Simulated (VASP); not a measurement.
# Ca in VASP: settings compared, part 2 of 2

VASP 6.6.1. The steps go on from the part before.

**3. Relaxation of cell and atoms, PBEsol, target pressure 30 GPa, at which the enthalpy is minimised**

The input, INCAR:

```
ALGO     = Normal         # electronic algorithm
EDIFF    = 1E-7           # SCF threshold, eV
EDIFFG   = -0.01          # ionic threshold
ENCUT    = 600            # plane-wave cutoff, eV
GGA      = PS             # functional
IBRION   = 2              # ionic algorithm
ISIF     = 3              # what is computed and relaxed
ISMEAR   = -1             # smearing method
LASPH    = T              # aspherical terms in the spheres
LCHARG   = F              # write CHGCAR
LREAL    = F              # projectors in reciprocal space
LWAVE    = F              # write WAVECAR
NELM     = 80             # most SCF steps
NSW      = 60             # ionic steps
PREC     = Accurate       # precision mode
PSTRESS  = 300.0        
SIGMA    = 0.05           # smearing width, eV
```

The input, KPOINTS:

```
k-points
0
Gamma
  9 9 9
```

The input, POSCAR:

```
Ca
1.0
   -2.0964874600      2.1017318100      2.4453524600
    2.0964874600     -2.1017318100      2.4453524600
    2.0964874600      2.1017318100     -2.4453524600
Ca
1
Direct
    0.5000000000      0.5000000000      0.0000000000
```

Potentials or basis: VASP PAW PBE potentials, release 64 (Ca_sv).

Started as:

```console
cat potpaw_PBE.64/Ca_sv/POTCAR > POTCAR
mpirun -np 1 vasp_std > vasp.out
```

OUTCAR:

```text
EDIFF = 1E-7
   EDIFFG = -0.01
   ENCUT = 600
   GGA = PS
   IBRION = 2
   ISIF = 3
   ISMEAR = -1
   LASPH = T
   LREAL = F
   NELM = 80
   NSW = 60
   PREC = Accurate
   PSTRESS = 300.0

 ion  position               nearest neighbor table
   1  0.500  0.500  0.000-

  LATTYP: Found a body centered orthorhombic cell.
 ALAT       =     4.1929749200
 B/A-ratio  =     1.0025014936
 C/A-ratio  =     1.1664045250

  Lattice vectors:

 A1 = (  -2.0964874600,   2.1017318100,   2.4453524600)
 A2 = (   2.0964874600,  -2.1017318100,   2.4453524600)
 A3 = (   2.0964874600,   2.1017318100,  -2.4453524600)

Analysis of symmetry for initial positions (statically):
=====================================================================
 Subroutine PRICEL returns:
 Original cell was already a primitive cell.

 Routine SETGRP: Setting up the symmetry group for a
 body centered orthorhombic supercell.

 Subroutine GETGRP returns: Found  8 space group operations
 (whereof  8 operations were pure point group operations)
 out of a pool of  8 trial point group operations.

The static configuration has the point symmetry D_2h.

Analysis of symmetry for dynamics (positions and initial velocities):
=====================================================================
 Subroutine PRICEL returns:
 Original cell was already a primitive cell.

 Routine SETGRP: Setting up the symmetry group for a
 body centered orthorhombic supercell.

 Subroutine GETGRP returns: Found  8 space group operations
 (whereof  8 operations were pure point group operations)
 out of a pool of  8 trial point group operations.

The dynamic configuration has the point symmetry D_2h.

 Subroutine INISYM returns: Found  8 space group operations
 (whereof  8 operations are pure point group operations),
 and found     1 'primitive' translations

----------------------------------------------------------------------------------------

                                     Primitive cell

  volume of cell :      43.0994

  direct lattice vectors                    reciprocal lattice vectors
[... 86 lines left out ...]
   LREAL  =      F    real-space projection
   EDIFFG = -.1E-01   stopping-criterion for IOM
   NSW    =     60    number of steps for IOM
   IBRION =      2    ionic relax: 0-MD 1-quasi-New 2-CG
   NFREE  =      1    steps in history (QN), initial steepest desc. (CG)
   ISIF   =      3    stress and relaxation
   ISYM   =      2    0-nonsym 1-usesym 2-fastsym
   POTIM  = 0.5000    time-step for ionic-motion
   TEBEG  =    0.0;   TEEND  =   0.0 temperature during run
   PSTRESS=  300.0 pullay stress
   NELECT =      10.0000    total number of electrons
   NUPDOWN=      -1.0000    fix difference up-down
   EMIN   =  10.00;   EMAX   =-10.00  energy-range for DOS
   EFERMI =   0.00;   METHOD = LEGACY
   ISMEAR =    -1;   SIGMA  =   0.05  broadening in eV -4-tet -1-fermi 0-gaus
   EFERMI_NEDOS =   21; number of points for ismear=-14 and -15
   IALGO  =     38    algorithm
   IMIX   =      4    mixing-type and parameters
     AMIX     =   0.40;   BMIX     =  1.00
     AMIX_MAG =   1.60;   BMIX_MAG =  1.00
  volume/ion in A,a.u.               =      43.10       290.85
  Fermi-wavevector in a.u.,A,eV,Ry     =   1.005969  1.901005 13.768730  1.011973
  Thomas-Fermi vector in A             =   2.138682
   LORBIT       =      0    0 simple, 1 ext, 2 COOP (PROOUT), +10 PAW based schemes
   GGA     = PS    functional components
   LHFCALC =     F    Hartree Fock is set to
   AEXX    =    0.0000 exact exchange contribution
   IVDW    =     0    specifies the selected vdW correction
   LEPSILON=     F    determine dielectric tensor
   LRPA    =     F    only Hartree local field effects (RPA)
 conjugate gradient relaxation of ions
 non-spin polarized calculation
  energy-cutoff  :      600.00
  volume of cell :       43.10
 maximum number of plane-waves:      1448
   NGX = 15   NGY = 15   NGZ = 15

--------------------------------------- Ionic step        1  -------------------------------------------

 number of electron      10.0000001 magnetization

 Free energy of the ion-electron system (eV)
  ---------------------------------------------------
  ext. energy  EPLUGINS =         0.00000000
  ---------------------------------------------------
  free energy    TOTEN  =        -2.11901553 eV

  energy without entropy =       -2.10567999  energy(sigma->0) =       -2.11234776

 E-fermi :   1.8397     XC(G=0):  -7.7431

 val. band max:        1.8339417031   @ k =  -0.4444  -0.2222   0.1111
 cond. band min:       1.8433696915   @ k =  -0.2222  -0.4444   0.1111
 fundamental gap:      0.0094279884
 Fermi energy:         1.8396676693
[... 691 lines left out ...]
  energy  without entropy=       -1.2514590087  energy(sigma->0) =       -1.25366216

  enthalpy is  TOTEN    =         3.0433680405 eV   P V=        4.2992333573

[... ionic steps 4 to 9 ...]

--------------------------------------- Ionic step       10  -------------------------------------------

 number of electron      10.0000000 magnetization

------------------------ aborting loop because EDIFF is reached ----------------------------------------
[... 69 lines left out ...]
--------------------------------------- Ionic step       12  -------------------------------------------

 number of electron      10.0000000 magnetization

 Free energy of the ion-electron system (eV)
  ---------------------------------------------------
  ext. energy  EPLUGINS =         0.00000000
  ---------------------------------------------------
  free energy    TOTEN  =        -0.96273386 eV

  energy without entropy =       -0.95616046  energy(sigma->0) =       -0.95944716

 E-fermi :   5.3182     XC(G=0): -10.3906

 val. band max:        5.2700109947   @ k =  -0.3333   0.3333   0.3333
 cond. band min:       5.3739398549   @ k =   0.4444  -0.3333   0.2222
 fundamental gap:      0.1039288601
 Fermi energy:         5.3181542937
[... 320 lines left out ...]
  energy  without entropy=       -0.9561604606  energy(sigma->0) =       -0.95944716

  enthalpy is  TOTEN    =         2.9880936056 eV   P V=        3.9508274654

 reached required accuracy - stopping structural energy minimisation
```

Run time: 11 min. Hardware: 1 thread of Intel Xeon 8259CL, shared host; peak memory 0.25 GiB.

What came out:

```
Free energy                                                : -0.9627 eV
Relaxed volume                                             : 21.10 Å³/atom
Relaxed cell                                               : a = 3.015 Å, b = 3.015 Å, c = 3.015 Å, α = 109.40°, β = 109.60°, γ = 109.42°
Space group after relaxing (to 0.1 Å)                      : Im-3m (No. 229)
Energy change on relaxing (the run minimises the enthalpy) : +1156.3 meV/atom
Ionic steps                                                : 12
Pressure after relaxing                                    : 30.0 GPa
Band gap on the k mesh                                     : zero (bands 5 and 6 overlap by 1.84 eV)
```

The path:
```tsv
step	energy change (eV)	largest force (eV/Å)	pressure (GPa)	volume (Å³)
1	0.0000	0.0000	-0.98	43.10
2	6.8458	0.0000	183.54	9.21
3	0.8632	0.0000	23.60	22.96
4	1.1385	0.0000	29.72	21.30
5	1.2023	0.0000	31.04	20.96
6	1.1283	0.0000	29.52	21.34
7	1.0954	0.0000	28.82	21.51
8	1.0991	0.0000	28.90	21.48
9	1.1152	0.0000	29.20	21.35
10	1.1745	0.0000	30.38	21.01
11	1.1507	0.0000	29.91	21.13
12	1.1563	0.0000	30.02	21.10
```

Final structure:
```cif
data_structure
_symmetry_space_group_name_H-M 'P 1'
_symmetry_Int_Tables_number 1
_cell_length_a 3.0151
_cell_length_b 3.0151
_cell_length_c 3.0151
_cell_angle_alpha 109.396
_cell_angle_beta 109.601
_cell_angle_gamma 109.417
_cell_volume 21.10
loop_
_atom_site_label
_atom_site_type_symbol
_atom_site_fract_x
_atom_site_fract_y
_atom_site_fract_z
_atom_site_occupancy
Ca1 Ca 0.50000 0.50000 0.00000 1
```

Levels at points of the mesh, in eV from the Fermi level:
```csv
k point,band 2,band 3,band 4,band 5,band 6,band 7,band 8,band 9
"(0.00, 0.00, 0.00)",-20.97,-20.97,-20.97,-4.68,3.25,3.27,3.27,5.34
```

Caveat: the cell is relaxed towards a set pressure, so the run minimises the enthalpy, not the energy; the volume moved by over 15 % at a fixed basis, so the end points are rough; the PAW data sets were made with another functional, which shifts forces and pressure a little.

**4. Single point, PBEsol**

This run uses another cell than the first one, of 32.84 Å³/atom.

The input, INCAR:

```
SYSTEM = Ca
PREC = Accurate
ENCUT = 520
EDIFF = 1E-6
ISMEAR = -1
SIGMA = 0.05
LREAL = .FALSE.
LASPH = .TRUE.
NELM = 80
ALGO = Normal
ISIF = 2
LWAVE = .FALSE.
LCHARG = .FALSE.
GGA = PS
NBANDS = 11
```

The input, KPOINTS:

```
regular mesh
0
G
  9 9 9
  0 0 0
```

The input, POSCAR:

```
Ca
1.0
   -1.9182757572      1.9201882122      2.2290951450
    1.9182757572     -1.9201882122      2.2290951450
    1.9182757572      1.9201882122     -2.2290951450
Ca
1
Direct
    0.5000000000      0.5000000000      0.0000000000
```

Potentials or basis: VASP PAW PBE potentials, release 64 (Ca_sv).

Started as:

```console
cat potpaw_PBE.64/Ca_sv/POTCAR > POTCAR
mpirun -np 1 vasp_std > vasp.out
```

OUTCAR:

```text
SYSTEM = Ca
   PREC = Accurate
   ENCUT = 520
   EDIFF = 1E-6
   ISMEAR = -1
   LREAL = .FALSE.
   LASPH = .TRUE.
   NELM = 80
   ISIF = 2
   GGA = PS

 ion  position               nearest neighbor table
   1  0.500  0.500  0.000-

  LATTYP: Found a body centered orthorhombic cell.
 ALAT       =     3.8365515144
 B/A-ratio  =     1.0009969656
 C/A-ratio  =     1.1620306083

  Lattice vectors:

 A1 = (  -1.9182757572,   1.9201882122,   2.2290951450)
 A2 = (   1.9182757572,  -1.9201882122,   2.2290951450)
[... 517 lines left out ...]
 [... further k-points ...]

------------------------ aborting loop because EDIFF is reached ----------------------------------------

  FORCE on cell =-STRESS in cart. coord.  units (eV):
  Direction    XX          YY          ZZ          XY          YZ          ZX
  --------------------------------------------------------------------------------------
  -------------------------------------------------------------------------------------
  Total        1.0311361      1.0274261      1.0228817     -0.0000000      0.0000000      0.0000000
  in kB       50.3017568     50.1207711     49.8990821     -0.0000000      0.0000000      0.0000000
  external PRESSURE =      50.1072033 kB  Pullay stress =       0.0000000 kB

 VOLUME and BASIS-vectors are now :
 -----------------------------------------------------------------------------
  energy-cutoff  :      520.00
  volume of cell :       32.84
      direct lattice vectors                 reciprocal lattice vectors
    -1.918275757  1.920188212  2.229095145     0.000000000  0.260391141  0.224306262
     1.918275757 -1.920188212  2.229095145     0.260650742  0.000000000  0.224306262
     1.918275757  1.920188212 -2.229095145     0.260650742  0.260391141  0.000000000

 POSITION                                       TOTAL-FORCE (eV/Angst)
 -----------------------------------------------------------------------------------
      0.00000      0.00000      2.22910         0.000000      0.000000      0.000000
 -----------------------------------------------------------------------------------
    total drift:                                0.000000     -0.000000      0.000000

  FREE ENERGIE OF THE ION-ELECTRON SYSTEM (eV)
  ---------------------------------------------------
  free  energy   TOTEN  =        -2.0197416880 eV

  energy  without entropy=       -2.0085586815  energy(sigma->0) =       -2.01415018
```

stdout:

```text
POSCAR found type information on POSCAR Ca
 POSCAR found :  1 types and       1 ions
 scaLAPACK will be used
 -----------------------------------------------------------------------------
|                                                                             |
|                                                                             |
|     You enforced a specific xc type in the INCAR file but a different       |
|     I HOPE YOU KNOW WHAT YOU ARE DOING!                                     |
|                                                                             |
 -----------------------------------------------------------------------------

 LDA part: xc-table for (Slater+PW92), standard interpolation
 POSCAR, INCAR and KPOINTS ok, starting setup
 FFT: planning ... GRIDC
 FFT: planning ... GRID_SOFT
 FFT: planning ... GRID
 WAVECAR not read
 entering main loop
```

It took 23 s on 1 thread of Intel Xeon Platinum 8559C (Emerald Rapids), shared host; peak memory 0.18 GiB.

What came out:

```yaml
Free_energy: -2.0197 eV
Pressure: 5.0 GPa
Band_gap_on_the_k_mesh: zero (bands 5 and 6 overlap by 0.07 eV)
```

Caveat: the cell stands under pressure; the PAW data sets were made with another functional, which shifts forces and pressure a little.

**5. Relaxation of cell and atoms, PBEsol**

The input, INCAR:

```
PREC = Accurate
ENCUT = 600
EDIFF = 1E-6
ISMEAR = -1
SIGMA = 0.05
LREAL = False
LASPH = True
NELM = 60
ALGO = Fast
ISIF = 3
LWAVE = False
LCHARG = False
GGA = PS
IBRION = 2
NSW = 60
EDIFFG = -0.01
```

The input, KPOINTS:

```
Automatic mesh
0
Gamma
  9 9 9
```

The input, POSCAR:

```
Ca
1.0
   -2.0964874600      2.1017318100      2.4453524600
    2.0964874600     -2.1017318100      2.4453524600
    2.0964874600      2.1017318100     -2.4453524600
Ca
1
Direct
    0.5000000000      0.5000000000      0.0000000000
```

Started as:

```console
cat potpaw_PBE.64/Ca_sv/POTCAR > POTCAR
mpirun -np 1 vasp_std > vasp.out
```

It took 5.5 min on 1 thread of Intel Xeon Platinum 8559C (Emerald Rapids), shared host; peak memory 0.24 GiB.

It converged, with:

```yaml
Free_energy: -2.1368 eV
Relaxed_volume: 40.71 Å³/atom
Relaxed_cell: a = 3.860 Å, b = 3.860 Å, c = 3.860 Å, α = 119.90°, β = 119.98°, γ = 90.11°
Space_group_after_relaxing_to_0.1_Å: Fm-3m (No. 225)
Energy_gained_by_relaxing: 17.8 meV/atom
Ionic_steps: 18
Pressure_after_relaxing: 0.0 GPa
Band_gap_on_the_k_mesh: zero (bands 5 and 6 overlap by 0.08 eV)
```

Step by step:
```tsv
step	energy change (eV)	largest force (eV/Å)	pressure (GPa)	volume (Å³)
1	0.0000	0.0000	-1.02	43.10
2	-0.0074	0.0000	-0.36	41.41
3	-0.0084	0.0000	0.09	40.36
4	-0.0084	0.0000	0.02	40.53
5	-0.0084	0.0000	-0.02	40.58
6	-0.0086	0.0000	0.00	40.58
7	-0.0092	0.0000	0.00	40.57
8	-0.0105	0.0000	0.01	40.56
9	-0.0134	0.0000	0.05	40.48
10	-0.0171	0.0000	0.21	40.18
11	-0.0170	0.0000	0.29	40.07
12	-0.0172	0.0000	0.20	40.20
13	-0.0173	0.0000	0.15	40.33
14	-0.0173	0.0000	0.12	40.38
15	-0.0174	0.0000	0.13	40.42
16	-0.0176	0.0000	0.05	40.54
17	-0.0177	0.0000	-0.05	40.78
18	-0.0178	0.0000	-0.02	40.71
```

Final structure:
```
CELL_PARAMETERS angstrom
-1.93305 1.93080 2.72699
1.93305 -1.93080 2.72699
1.93305 1.93080 -2.72699
ATOMIC_POSITIONS crystal
Ca 0.50000 0.50000 0.00000
```

Levels at points of the mesh, in eV from the Fermi level:
```tsv
k point	band 2	band 3	band 4	band 5	band 6	band 7	band 8	band 9
(0.00, 0.00, 0.00)	-22.74	-22.74	-22.74	-4.09	2.37	2.38	2.39	3.50
```

Caveat: the PAW data sets were made with another functional, which shifts forces and pressure a little.

**6. Summary**

| task | level | cell | cutoff (eV) | gap on the mesh (eV) | pressure (GPa) |
| --- | --- | --- | --- | --- | --- |
| single point | PBE | a = 3.839, b = 3.921, c = 3.771 Å, angles 113.8, 113.1, 101.9°, 1 atom | 520 | none | -0.4 |
| relaxation of cell and atoms | PBEsol | relaxed to 30 GPa from a = 3.846 Å, angles 113.9, 113.8, 101.0°, 1 atom | 600 | none | 30.0 |
| single point | PBEsol | a = 3.512 Å, angles 113.8, 113.7, 101.2°, 1 atom | 520 | none | 5.0 |
| relaxation of cell and atoms | PBEsol | relaxed from a = 3.846 Å, angles 113.9, 113.8, 101.0°, 1 atom | 600 | none | 0.0 |

Alike in all rows: potentials or basis VASP PAW PBE potentials, release 64 (Ca_sv); no spin polarisation; k mesh 9 × 9 × 9; smearing fermi-dirac 0.05 eV.

Caveats: the PAW data sets were made with another functional, which shifts forces and pressure a little (at least some runs); the cell is relaxed towards a set pressure, so the run minimises the enthalpy, not the energy (at least some runs); the volume moved by over 15 % at a fixed basis, so the end points are rough (at least some runs); the cell stands under pressure (at least some runs).

Total energies depend on the potentials used, so only differences within one code and one set of settings carry meaning.

The gap in the log of VASP goes by the Fermi energy; the results here count the filled bands.